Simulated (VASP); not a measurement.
# SiGe5 (P-6m2) in VASP: relaxation of cell and atoms with PBE

Aim: the relaxation of cell and atoms of SiGe5 with PBE.

Everything below comes from runs of VASP 6.6.1. Logs are shortened: lines on timing, memory, paths and dates and some standing lists are left out, and cuts for length are marked.

### Step 1. The cell of the first run

It takes space group P-6m2 (No. 187, hexagonal). Conventional cell: a = 3.024 Å, b = 3.024 Å, c = 14.221 Å, α = 90.00°, β = 90.00°, γ = 120.00°. Within 3.7 Å of Si (site symmetry -6m2) lie 6 Ge at 2.81 Å and 6 Si at 3.02 Å. Ge (site symmetry 3m) has 3 Si at 2.81 Å and 9 Ge at 3.02 Å within 3.7 Å. Within 4.0 Å of Ge (site symmetry 3m) lie 12 Ge at 3.00 to 3.02 Å. Within 4.0 Å of Ge (site symmetry -6m2) lie 12 Ge at 3.00 to 3.02 Å.

The cell was generated, and may not be a known phase.

### Step 2. Relaxation of cell and atoms, PBE

Contents of INCAR:

```
SYSTEM = SiGe5
ALGO     = Normal         ! electronic algorithm
EDIFF    = 1E-6           ! SCF threshold, eV
EDIFFG   = -0.01          ! ionic threshold
ENCUT    = 600            ! plane-wave cutoff, eV
GGA      = PE             ! functional
IBRION   = 2              ! ionic algorithm
ISIF     = 3              ! what is computed and relaxed
ISMEAR   = 0              ! smearing method
LASPH    = .True.         ! aspherical terms in the spheres
LCHARG   = .False.        ! write CHGCAR
LREAL    = .False.        ! projectors in reciprocal space
LWAVE    = .False.        ! write WAVECAR
NELM     = 60             ! most SCF steps
NSW      = 100            ! ionic steps
PREC     = Accurate       ! precision mode
SIGMA    = 0.1            ! smearing width, eV
```

Contents of KPOINTS:

```
k-points
0
Gamma
  12 12 4
  0 0 0
```

Contents of POSCAR:

```
SiGe5
1.0
    3.0243016278      0.0000000000      0.0000000000
   -1.5121508139      2.6191220384      0.0000000000
    0.0000000000      0.0000000000     14.2205656036
Si Ge
1 5
Direct
    0.0000000000      0.0000000000      0.0000000000
    0.6666666667      0.3333333333      0.8449614022
    0.0000000000      0.0000000000      0.6718636313
    0.6666666667      0.3333333333      0.5000000000
    0.0000000000      0.0000000000      0.3281363687
    0.6666666667      0.3333333333      0.1550385978
```

Potentials or basis: VASP PAW PBE potentials, release 64 (Si, Ge_d).

Command:

```console
> cat potpaw_PBE.64/Si/POTCAR potpaw_PBE.64/Ge_d/POTCAR > POTCAR
> mpirun -np 1 vasp_std > vasp.out
```

OUTCAR:

```text
SYSTEM = SiGe5
   EDIFF = 1E-6
   EDIFFG = -0.01
   ENCUT = 600
   GGA = PE
   IBRION = 2
   ISIF = 3
   ISMEAR = 0
   LASPH = .True.
   LREAL = .False.
   NELM = 60
   NSW = 100
   PREC = Accurate

 ion  position               nearest neighbor table
   1  0.000  0.000  0.000-   2 2.81   6 2.81   2 2.81   6 2.81   2 2.81   6 2.81
   2  0.667  0.333  0.845-   1 2.81   1 2.81   1 2.81
   3  0.000  0.000  0.672-
   4  0.667  0.333  0.500-
   5  0.000  0.000  0.328-
   6  0.667  0.333  0.155-   1 2.81   1 2.81   1 2.81

  LATTYP: Found a hexagonal cell.
 ALAT       =     3.0243016278
 C/A-ratio  =     4.7020989814

  Lattice vectors:

 A1 = (   3.0243016278,   0.0000000000,   0.0000000000)
 A2 = (  -1.5121508139,   2.6191220384,   0.0000000000)
 A3 = (   0.0000000000,   0.0000000000,  14.2205656036)

Analysis of symmetry for initial positions (statically):
=====================================================================
 Subroutine PRICEL returns:
 Original cell was already a primitive cell.

 Routine SETGRP: Setting up the symmetry group for a
 hexagonal supercell.

 Subroutine GETGRP returns: Found 12 space group operations
 (whereof 12 operations were pure point group operations)
 out of a pool of 24 trial point group operations.

The static configuration has the point symmetry D_3h.

Analysis of symmetry for dynamics (positions and initial velocities):
=====================================================================
 Subroutine PRICEL returns:
 Original cell was already a primitive cell.

 Routine SETGRP: Setting up the symmetry group for a
 hexagonal supercell.

 Subroutine GETGRP returns: Found 12 space group operations
 (whereof 12 operations were pure point group operations)
 out of a pool of 24 trial point group operations.

The dynamic configuration has the point symmetry D_3h.

 Subroutine INISYM returns: Found 12 space group operations
 (whereof 12 operations are pure point group operations),
 and found     1 'primitive' translations

----------------------------------------------------------------------------------------

                                     Primitive cell

[... 114 lines left out ...]
   EFERMI_NEDOS =   21; number of points for ismear=-14 and -15
   IALGO  =     38    algorithm
   IMIX   =      4    mixing-type and parameters
     AMIX     =   0.40;   BMIX     =  1.00
     AMIX_MAG =   1.60;   BMIX_MAG =  1.00
  volume/ion in A,a.u.               =      18.77       126.69
  Fermi-wavevector in a.u.,A,eV,Ry     =   1.423157  2.689377 27.556914  2.025376
  Thomas-Fermi vector in A             =   2.543784
   LORBIT       =      0    0 simple, 1 ext, 2 COOP (PROOUT), +10 PAW based schemes
   GGA     = PE    functional components
   LHFCALC =     F    Hartree Fock is set to
   AEXX    =    0.0000 exact exchange contribution
   IVDW    =     0    specifies the selected vdW correction
   LEPSILON=     F    determine dielectric tensor
   LRPA    =     F    only Hartree local field effects (RPA)
 conjugate gradient relaxation of ions
 non-spin polarized calculation
 Gauss-broadening in eV      SIGMA  =   0.10
  energy-cutoff  :      600.00
  volume of cell :      112.64
 maximum number of plane-waves:      3834
   NGX = 13   NGY = 13   NGZ = 57

--------------------------------------- Ionic step        1  -------------------------------------------

 number of electron      74.0000033 magnetization

 Free energy of the ion-electron system (eV)
  ---------------------------------------------------
  ext. energy  EPLUGINS =         0.00000000
  ---------------------------------------------------
  free energy    TOTEN  =       -25.69198120 eV

  energy without entropy =      -25.68284579  energy(sigma->0) =      -25.68741349

------------------------ aborting loop because EDIFF is reached ----------------------------------------

  FORCE on cell =-STRESS in cart. coord.  units (eV):
  Direction    XX          YY          ZZ          XY          YZ          ZX
  --------------------------------------------------------------------------------------
  -------------------------------------------------------------------------------------
  Total       -0.9139400     -0.9139400      0.6977028      0.0000000     -0.0000000      0.0000000
  in kB      -12.9996166    -12.9996166      9.9239225      0.0000000     -0.0000000      0.0000000
  external PRESSURE =      -5.3584369 kB  Pullay stress =       0.0000000 kB
[... 101 lines left out ...]
  FREE ENERGIE OF THE ION-ELECTRON SYSTEM (eV)
  ---------------------------------------------------
  free  energy   TOTEN  =       -25.7047926245 eV

  energy  without entropy=      -25.6974479737  energy(sigma->0) =      -25.70112030

[... ionic steps 4 to 16 ...]

--------------------------------------- Ionic step       17  -------------------------------------------

 number of electron      74.0000034 magnetization

------------------------ aborting loop because EDIFF is reached ----------------------------------------
[... 75 lines left out ...]
--------------------------------------- Ionic step       19  -------------------------------------------

 number of electron      74.0000030 magnetization

 Free energy of the ion-electron system (eV)
  ---------------------------------------------------
  ext. energy  EPLUGINS =         0.00000000
  ---------------------------------------------------
  free energy    TOTEN  =       -25.70542874 eV

  energy without entropy =      -25.69756980  energy(sigma->0) =      -25.70149927

 E-fermi :   6.9372     XC(G=0): -11.1592

 val. band max:        6.9344530618   @ k =   0.2500   0.0000   0.5000
 cond. band min:       6.9410985827   @ k =   0.4167   0.0000   0.5000
 fundamental gap:      0.0066455210
 Fermi energy:         6.9372291064

 k-point     1 :       0.0000    0.0000    0.0000
  band No.  band energies     occupation
      1     -17.8173      2.00000
      2     -17.8173      2.00000
      3     -17.8173      2.00000
      4     -17.8173      2.00000
      5     -17.8164      2.00000
      6     -17.8148      2.00000
[... 1117 lines left out ...]
     43      11.1102      0.00000
     44      11.4783      0.00000

 [... further k-points ...]

------------------------ aborting loop because EDIFF is reached ----------------------------------------

  FORCE on cell =-STRESS in cart. coord.  units (eV):
  Direction    XX          YY          ZZ          XY          YZ          ZX
  --------------------------------------------------------------------------------------
  -------------------------------------------------------------------------------------
  Total       -0.0153166     -0.0153166     -0.0204118      0.0000000      0.0000000     -0.0000000
  in kB       -0.2192953     -0.2192953     -0.2922468      0.0000000      0.0000000     -0.0000000
  external PRESSURE =      -0.2436125 kB  Pullay stress =       0.0000000 kB
[... 21 lines left out ...]
  FREE ENERGIE OF THE ION-ELECTRON SYSTEM (eV)
  ---------------------------------------------------
  free  energy   TOTEN  =       -25.7054287376 eV

  energy  without entropy=      -25.6975697971  energy(sigma->0) =      -25.70149927

 reached required accuracy - stopping structural energy minimisation
```

OSZICAR:

```text
N       E                     dE             d eps       ncg     rms          rms(c)
DAV:   1     0.780233670389E+03    0.78023E+03   -0.37916E+04  5728   0.499E+03
DAV:   2     0.121608335169E+03   -0.65863E+03   -0.64508E+03  5016   0.102E+03
DAV:   3    -0.137318053814E+02   -0.13534E+03   -0.13159E+03  5372   0.248E+02
[... 167 lines left out ...]
DAV:   2    -0.257054575659E+02   -0.93145E-04   -0.17315E-03  7248   0.561E-01    0.360E-02
DAV:   3    -0.257054392226E+02    0.18343E-04   -0.19510E-04  8288   0.449E-01    0.189E-02
DAV:   4    -0.257054268798E+02    0.12343E-04   -0.93491E-05  6640   0.232E-01    0.466E-03
DAV:   5    -0.257054286170E+02   -0.17372E-05   -0.24808E-05  5940   0.864E-02    0.367E-03
DAV:   6    -0.257054287376E+02   -0.12064E-06   -0.38071E-06  4244   0.517E-02
  19 F= -.25705429E+02 E0= -.25701499E+02  d E =-.232486E-03
```

Wall time 30 min (1 thread of AMD EPYC 9R45 (Zen 5), shared host); peak memory 0.41 GiB.

Results:

```yaml
Free_energy: -25.7054 eV
Relaxed_volume: 18.65 Å³/atom
Relaxed_cell: a = 2.998 Å, b = 2.998 Å, c = 14.374 Å, α = 90.00°, β = 90.00°, γ = 120.00°
Space_group_after_relaxing_to_0.1_Å: P-6m2 (No. 187)
Energy_gained_by_relaxing: 2.2 meV/atom
Ionic_steps: 19
Pressure_after_relaxing: 0.0 GPa
Largest_force_after_relaxing: 0.009 eV/Å
Band_gap_on_the_k_mesh: zero (bands 37 and 38 overlap by 8.77 eV)
```

Forces on the atoms (eV/Å):
```
Si   0.000  0.000  0.000
Ge   0.000  0.000 -0.004
Ge   0.000  0.000 -0.009
Ge   0.000  0.000  0.000
Ge   0.000  0.000  0.009
Ge   0.000  0.000  0.004
```

The path:
| step | energy change (eV) | largest force (eV/Å) | pressure (GPa) | volume (Å³) |
| --- | --- | --- | --- | --- |
| 1 | 0.0000 | 0.0703 | -0.54 | 112.64 |
| 2 | -0.0118 | 0.0350 | 0.05 | 111.61 |
| 3 | -0.0128 | 0.0258 | 0.32 | 111.19 |
| 4 | -0.0128 | 0.0275 | 0.36 | 111.24 |
| 5 | -0.0127 | 0.0292 | 0.27 | 111.34 |
| 6 | -0.0128 | 0.0263 | 0.15 | 111.27 |
| 7 | -0.0133 | 0.0230 | 0.02 | 111.60 |
| 8 | -0.0133 | 0.0234 | 0.04 | 111.66 |
| 9 | -0.0133 | 0.0223 | 0.01 | 111.78 |
| 10 | -0.0131 | 0.0201 | -0.26 | 112.03 |
| 11 | -0.0133 | 0.0245 | -0.11 | 111.82 |
| 12 | -0.0133 | 0.0258 | 0.09 | 111.80 |
| 13 | -0.0132 | 0.0182 | 0.05 | 111.96 |
| 14 | -0.0128 | 0.0162 | -0.22 | 112.23 |
| 15 | -0.0131 | 0.0224 | -0.52 | 112.06 |
| 16 | -0.0132 | 0.0222 | -0.29 | 111.98 |
| 17 | -0.0132 | 0.0226 | -0.07 | 111.97 |
| 18 | -0.0133 | 0.0160 | -0.01 | 111.95 |
| 19 | -0.0134 | 0.0086 | -0.02 | 111.90 |

Final structure:
```
Si Ge
1.0
     2.99824    0.00000    0.00000
    -1.49912    2.59655    0.00000
     0.00000    0.00000   14.37404
Si Ge
1 5
Direct
  0.00000 0.00000 0.00000
  0.66667 0.33333 0.84445
  0.00000 0.00000 0.67106
  0.66667 0.33333 0.50000
  0.00000 0.00000 0.32894
  0.66667 0.33333 0.15555
```

Levels at points of the mesh, in eV from the Fermi level:
```tsv
k point	band 35	band 36	band 37	band 38	band 39	band 40
(0.00, 0.00, 0.00)	4.57	4.86	6.12	6.12	7.04	7.04
(0.50, 0.00, 0.00)	-3.64	-2.30	-1.33	-0.95	1.23	2.24
(0.00, 0.00, 0.50)	1.65	6.12	6.12	6.88	6.88	7.35
(0.50, 0.00, 0.50)	-3.36	-2.61	-2.10	0.45	0.82	2.27
```
